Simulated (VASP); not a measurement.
# Hf (P6_3/mmc) in VASP: notebook

The runs below take Hf through single point, with PBE.

Program: VASP 6.6.1. These are calculated values, not measurements. Logs are shortened: lines on timing, memory, paths and dates and some standing lists are left out, and cuts for length are marked.

## (1) The cell of the first run

The structure is hexagonal, space group P6_3/mmc (No. 194). The conventional cell has a = 3.131 Å, b = 3.131 Å, c = 4.955 Å, α = 90.00°, β = 90.00°, γ = 120.00°. Hf (site symmetry -6m2) has 12 Hf at 3.07 to 3.13 Å within 4.0 Å.

## (2) Single point, PBE (volume scaled by 0.94)

INCAR

```
SYSTEM = Hf
ALGO     = Normal         ! electronic algorithm
EDIFF    = 1E-6           ! SCF threshold, eV
ENCUT    = 520            ! plane-wave cutoff, eV
GGA      = PE             ! functional
ISIF     = 2              ! what is computed and relaxed
ISMEAR   = -1             ! smearing method
LASPH    = .True.         ! aspherical terms in the spheres
LCHARG   = .True.         ! write CHGCAR
LELF     = .True.         ! ELF
LREAL    = .False.        ! projectors in reciprocal space
LVHAR    = .True.       
LWAVE    = .False.        ! write WAVECAR
NBANDS   = 17             ! bands
NELM     = 100            ! most SCF steps
PREC     = Accurate       ! precision mode
SIGMA    = 0.05           ! smearing width, eV
```

KPOINTS

```
k-points
0
Gamma
  13 13 7
  0 0 0
```

POSCAR

```
Hf
1.0
    3.1314414681      0.0000000000      0.0000000000
   -1.5657207340      2.7119078618      0.0000000000
    0.0000000000      0.0000000000      4.9545506207
Hf
2
Direct
    0.3333333333      0.6666666667      0.2500000000
    0.6666666667      0.3333333333      0.7500000000
```

Potentials or basis: VASP PAW PBE potentials, release 64 (Hf_pv).

On the command line:

```
$ cat potpaw_PBE.64/Hf_pv/POTCAR > POTCAR
$ mpirun -np 1 vasp_std > vasp.out
```

OUTCAR:

```text
SYSTEM = Hf
   EDIFF = 1E-6
   ENCUT = 520
   GGA = PE
   ISIF = 2
   ISMEAR = -1
   LASPH = .True.
   LREAL = .False.
   NELM = 100
   PREC = Accurate

 ion  position               nearest neighbor table
   1  0.333  0.667  0.250-   2 3.07   2 3.07   2 3.07   2 3.07   2 3.07   2 3.07
   2  0.667  0.333  0.750-   1 3.07   1 3.07   1 3.07   1 3.07   1 3.07   1 3.07

  LATTYP: Found a hexagonal cell.
 ALAT       =     3.1314414681
 C/A-ratio  =     1.5821948681

  Lattice vectors:

 A1 = (   3.1314414681,   0.0000000000,   0.0000000000)
 A2 = (  -1.5657207340,   2.7119078618,   0.0000000000)
 A3 = (   0.0000000000,   0.0000000000,   4.9545506207)

Analysis of symmetry for initial positions (statically):
=====================================================================
 Subroutine PRICEL returns:
 Original cell was already a primitive cell.

 Routine SETGRP: Setting up the symmetry group for a
 hexagonal supercell.

 Subroutine GETGRP returns: Found 24 space group operations
 (whereof 12 operations were pure point group operations)
 out of a pool of 24 trial point group operations.

The static configuration has the point symmetry D_3d.
 The point group associated with its full space group is D_6h.

Analysis of symmetry for dynamics (positions and initial velocities):
=====================================================================
 Subroutine PRICEL returns:
 Original cell was already a primitive cell.

 Routine SETGRP: Setting up the symmetry group for a
 hexagonal supercell.

 Subroutine GETGRP returns: Found 24 space group operations
 (whereof 12 operations were pure point group operations)
 out of a pool of 24 trial point group operations.

The dynamic configuration has the point symmetry D_3d.
 The point group associated with its full space group is D_6h.

 Subroutine INISYM returns: Found 24 space group operations
 (whereof 12 operations are pure point group operations),
 and found     1 'primitive' translations

----------------------------------------------------------------------------------------

                                     Primitive cell

  volume of cell :      42.0749

  direct lattice vectors                    reciprocal lattice vectors
     3.131441468  0.000000000  0.000000000     0.319341750  0.184372046  0.000000000
    -1.565720734  2.711907862  0.000000000     0.000000000  0.368744091  0.000000000
     0.000000000  0.000000000  4.954550621     0.000000000  0.000000000  0.201834652

  length of vectors
     3.131441468  3.131441468  4.954550621     0.368744091  0.368744091  0.201834652

  position of ions in fractional coordinates (direct lattice)
     0.333333333  0.666666667  0.250000000
     0.666666667  0.333333333  0.750000000

  ion indices of the primitive-cell ions
   primitive index   ion index
                 1           1
                 2           2

----------------------------------------------------------------------------------------

 KPOINTS: k-points

Automatic generation of k-mesh.
 Grid dimensions read from file:
 generate k-points for:   13   13    7

 Generating k-lattice:

  Cartesian coordinates                     Fractional coordinates (reciprocal lattice)
     0.024564750  0.014182465  0.000000000     0.076923077  0.000000000  0.000000000
     0.000000000  0.028364930  0.000000000     0.000000000  0.076923077  0.000000000
     0.000000000  0.000000000  0.028833522     0.000000000  0.000000000  0.142857143

  Length of vectors
     0.028364930  0.028364930  0.028833522

  Shift w.r.t. Gamma in fractional coordinates (k-lattice)
     0.000000000  0.000000000  0.000000000

 Subroutine IBZKPT returns following result:
 ===========================================

 Found     84 irreducible k-points:

 Following reciprocal coordinates:
            Coordinates               Weight
  0.000000  0.000000  0.000000      1.000000
  0.076923  0.000000  0.000000      6.000000
  0.153846 -0.000000  0.000000      6.000000
  0.230769  0.000000  0.000000      6.000000
  0.307692 -0.000000  0.000000      6.000000
  0.384615  0.000000  0.000000      6.000000
[... 16 lines left out ...]
  0.076923  0.000000  0.142857     12.000000
  0.153846 -0.000000  0.142857     12.000000
 [... further k-points ...]
   k-points           NKPTS =     84   k-points in BZ     NKDIM =     84   number of bands    NBANDS=     17
   number of dos      NEDOS =    301   number of ions     NIONS =      2
   total plane-waves  NPLWV =  23040
   dimension x,y,z NGX =    24 NGY =   24 NGZ =   40
   dimension x,y,z NGXF=    48 NGYF=   48 NGZF=   80
   ions per type =               2
   NGX,Y,Z   is equivalent  to a cutoff of  12.74, 12.74, 13.42 a.u.
   NGXF,Y,Z  is equivalent  to a cutoff of  25.48, 25.48, 26.84 a.u.
 SYSTEM =  Hf
   PREC   = accura    normal or accurate (medium, high low for compatibility)
   ISTART =      0    job   : 0-new  1-cont  2-samecut
   ICHARG =      2    charge: 1-file 2-atom 10-const
   ISPIN  =      1    spin polarized calculation?
   LNONCOLLINEAR =      F non collinear calculations
   LSORBIT =      F    spin-orbit coupling
   LASPH  =      T    aspherical Exc in radial PAW
   ENCUT  =  520.0 eV  38.22 Ry    6.18 a.u.   5.82  5.82  9.21*2*pi/ulx,y,z
   NELM   =    100;   NELMIN=  2; NELMDL= -5     # of ELM steps
   EDIFF  = 0.1E-05   stopping-criterion for ELM
   LREAL  =      F    real-space projection
   EDIFFG = 0.1E-04   stopping-criterion for IOM
   NSW    =      0    number of steps for IOM
   IBRION =     -1    ionic relax: 0-MD 1-quasi-New 2-CG
   NFREE  =      0    steps in history (QN), initial steepest desc. (CG)
   ISIF   =      2    stress and relaxation
   ISYM   =      2    0-nonsym 1-usesym 2-fastsym
   POTIM  = 0.5000    time-step for ionic-motion
   TEBEG  =    0.0;   TEEND  =   0.0 temperature during run
   PSTRESS=    0.0 pullay stress
   NELECT =      20.0000    total number of electrons
   NUPDOWN=      -1.0000    fix difference up-down
   EMIN   =  10.00;   EMAX   =-10.00  energy-range for DOS
   EFERMI =   0.00;   METHOD = LEGACY
   ISMEAR =    -1;   SIGMA  =   0.05  broadening in eV -4-tet -1-fermi 0-gaus
   EFERMI_NEDOS =   21; number of points for ismear=-14 and -15
   IALGO  =     38    algorithm
   IMIX   =      4    mixing-type and parameters
     AMIX     =   0.40;   BMIX     =  1.00
     AMIX_MAG =   1.60;   BMIX_MAG =  1.00
  volume/ion in A,a.u.               =      21.04       141.97
  Fermi-wavevector in a.u.,A,eV,Ry     =   1.277645  2.414400 22.209847  1.632378
  Thomas-Fermi vector in A             =   2.410233
   LORBIT       =      0    0 simple, 1 ext, 2 COOP (PROOUT), +10 PAW based schemes
   GGA     = PE    functional components
   LHFCALC =     F    Hartree Fock is set to
   AEXX    =    0.0000 exact exchange contribution
   IVDW    =     0    specifies the selected vdW correction
   LEPSILON=     F    determine dielectric tensor
   LRPA    =     F    only Hartree local field effects (RPA)
 non-spin polarized calculation
  energy-cutoff  :      520.00
  volume of cell :       42.07
 maximum number of plane-waves:      1152
 NGX is ok and might be reduce to    24
   NGX = 11   NGY = 11   NGZ = 19

 number of electron      19.9999996 magnetization

 Free energy of the ion-electron system (eV)
  ---------------------------------------------------
  ext. energy  EPLUGINS =         0.00000000
  ---------------------------------------------------
  free energy    TOTEN  =       -19.78905379 eV

  energy without entropy =      -19.77558627  energy(sigma->0) =      -19.78232003

 E-fermi :   5.3624     XC(G=0): -11.5663

 val. band max:        5.3547303206   @ k =   0.0000   0.0000   0.4286
 cond. band min:       5.3714525366   @ k =   0.3846   0.2308   0.2857
 fundamental gap:      0.0167222161
 Fermi energy:         5.3624193235

 k-point     1 :       0.0000    0.0000    0.0000
  band No.  band energies     occupation
      1     -25.6865      2.00000
      2     -24.7804      2.00000
      3     -24.7804      2.00000
      4     -24.6258      2.00000
      5     -24.6258      2.00000
      6     -24.6236      2.00000
[... 9 lines left out ...]
     16       8.1256      0.00000
     17      11.0244      0.00000

 k-point     2 :       0.0769    0.0000    0.0000
  band No.  band energies     occupation
      1     -25.6678      2.00000
      2     -24.8210      2.00000
      3     -24.7940      2.00000
      4     -24.6688      2.00000
      5     -24.6322      2.00000
      6     -24.6311      2.00000
[... 9 lines left out ...]
     16       7.9391      0.00000
     17      11.1803      0.00000

 k-point     3 :       0.1538   -0.0000    0.0000
  band No.  band energies     occupation
      1     -25.6136      2.00000
      2     -24.9336      2.00000
      3     -24.8305      2.00000
      4     -24.7848      2.00000
      5     -24.6580      2.00000
      6     -24.6466      2.00000
[... 9 lines left out ...]
     16       8.1188      0.00000
     17      11.5159      0.00000

 k-point     4 :       0.2308    0.0000    0.0000
  band No.  band energies     occupation
      1     -25.5303      2.00000
      2     -25.0921      2.00000
      3     -24.9412      2.00000
      4     -24.8798      2.00000
      5     -24.7012      2.00000
      6     -24.6702      2.00000
[... 9 lines left out ...]
     16       8.9225      0.00000
     17      11.8454      0.00000

 k-point     5 :       0.3077   -0.0000    0.0000
  band No.  band energies     occupation
      1     -25.4286      2.00000
      2     -25.2596      2.00000
      3     -25.0992      2.00000
      4     -24.9300      2.00000
      5     -24.7601      2.00000
      6     -24.6967      2.00000
[... 9 lines left out ...]
     16       9.9437      0.00000
     17      12.0846      0.00000

 k-point     6 :       0.3846    0.0000    0.0000
  band No.  band energies     occupation
      1     -25.3973      2.00000
      2     -25.3246      2.00000
      3     -25.2249      2.00000
      4     -24.9704      2.00000
      5     -24.8284      2.00000
      6     -24.7195      2.00000
[... 9 lines left out ...]
     16      11.0363      0.00000
     17      12.2251      0.00000

 k-point     7 :       0.4615    0.0000    0.0000
  band No.  band energies     occupation
      1     -25.4744      2.00000
      2     -25.2940      2.00000
      3     -25.2485      2.00000
      4     -24.9928      2.00000
      5     -24.8842      2.00000
      6     -24.7325      2.00000
[... 9 lines left out ...]
     16      12.0716      0.00000
     17      12.2868      0.00000

 k-point     8 :       0.0769    0.0769    0.0000
  band No.  band energies     occupation
      1     -25.6313      2.00000
      2     -24.8902      2.00000
      3     -24.8344      2.00000
      4     -24.7352      2.00000
      5     -24.6494      2.00000
      6     -24.6467      2.00000
[... 9 lines left out ...]
     16       7.9992      0.00000
     17      11.3748      0.00000
[... 203 lines left out ...]
      1     -25.3703      2.00000
      2     -25.2454      2.00000
      3     -25.1949      2.00000
      4     -25.0936      2.00000
      5     -24.9257      2.00000
      6     -24.9125      2.00000
[... 9 lines left out ...]
     16      11.6423      0.00000
     17      12.7093      0.00000

 k-point    20 :       0.3846    0.2308    0.0000
  band No.  band energies     occupation
      1     -25.3933      2.00000
      2     -25.2181      2.00000
      3     -25.1497      2.00000
      4     -25.1423      2.00000
      5     -24.9703      2.00000
      6     -24.9328      2.00000
[... 9 lines left out ...]
     16      11.6181      0.00000
     17      11.9864      0.00000

 k-point    21 :       0.3077    0.3077    0.0000
  band No.  band energies     occupation
      1     -25.3597      2.00000
      2     -25.2158      2.00000
      3     -25.1625      2.00000
      4     -25.1053      2.00000
      5     -25.0036      2.00000
      6     -24.9932      2.00000
[... 9 lines left out ...]
     16      11.5249      0.00000
     17      11.8322      0.00000

 k-point    22 :       0.0000    0.0000    0.1429
  band No.  band energies     occupation
      1     -25.6379      2.00000
      2     -24.7728      2.00000
      3     -24.7728      2.00000
      4     -24.6808      2.00000
      5     -24.6335      2.00000
      6     -24.6335      2.00000
[... 9 lines left out ...]
     16       8.4515      0.00000
     17      11.1147      0.00000

 k-point    23 :       0.0769    0.0000    0.1429
  band No.  band energies     occupation
      1     -25.6215      2.00000
      2     -24.8123      2.00000
      3     -24.7860      2.00000
      4     -24.7176      2.00000
      5     -24.6463      2.00000
      6     -24.6392      2.00000
[... 9 lines left out ...]
     16       8.3357      0.00000
     17      11.2416      0.00000

 k-point    24 :       0.1538   -0.0000    0.1429
  band No.  band energies     occupation
      1     -25.5752      2.00000
      2     -24.9213      2.00000
      3     -24.8276      2.00000
      4     -24.8215      2.00000
      5     -24.6716      2.00000
      6     -24.6558      2.00000
[... 9 lines left out ...]
     16       8.3186      0.00000
     17      11.5074      0.00000

 [... further k-points ...]
[... 5 lines left out ...]
  --------------------------------------------------------------------------------------
  -------------------------------------------------------------------------------------
  Total        2.0518617      2.0518617      2.1244278      0.0000000      0.0000000     -0.0000000
  in kB       78.1331189     78.1331189     80.8963731      0.0000000      0.0000000     -0.0000000
  external PRESSURE =      79.0542036 kB  Pullay stress =       0.0000000 kB

 VOLUME and BASIS-vectors are now :
 -----------------------------------------------------------------------------
  energy-cutoff  :      520.00
  volume of cell :       42.07
      direct lattice vectors                 reciprocal lattice vectors
     3.131441468  0.000000000  0.000000000     0.319341750  0.184372046  0.000000000
    -1.565720734  2.711907862  0.000000000     0.000000000  0.368744091  0.000000000
     0.000000000  0.000000000  4.954550621     0.000000000  0.000000000  0.201834652

 POSITION                                       TOTAL-FORCE (eV/Angst)
 -----------------------------------------------------------------------------------
     -0.00000      1.80794      1.23864         0.000000      0.000000      0.000000
      1.56572      0.90397      3.71591         0.000000     -0.000000      0.000000
 -----------------------------------------------------------------------------------
    total drift:                                0.000000     -0.000000      0.000000

  FREE ENERGIE OF THE ION-ELECTRON SYSTEM (eV)
  ---------------------------------------------------
  free  energy   TOTEN  =       -19.7890537931 eV

  energy  without entropy=      -19.7755862702  energy(sigma->0) =      -19.78232003
```

Run time: 30 s. Hardware: 1 thread of AMD EPYC 9R45 (Zen 5), shared host; peak memory 0.16 GiB.

Results:

```
Free energy            : -19.7891 eV
Pressure               : 7.9 GPa
Band gap on the k mesh : zero (band 10 reaches 6.55 eV, above the bottom of band 11 at 4.99 eV)
```

Levels at points of the mesh, in eV from the Fermi level:
```
           k point  band 8  band 9  band 10  band 11  band 12  band 13
(0.00, 0.00, 0.00)   -3.91    0.87     1.18     1.18     1.49     2.08
```

Caveat: spin-orbit coupling is left out, which moves the levels of the heavy elements.

(Part 1 of 2 ends here.)
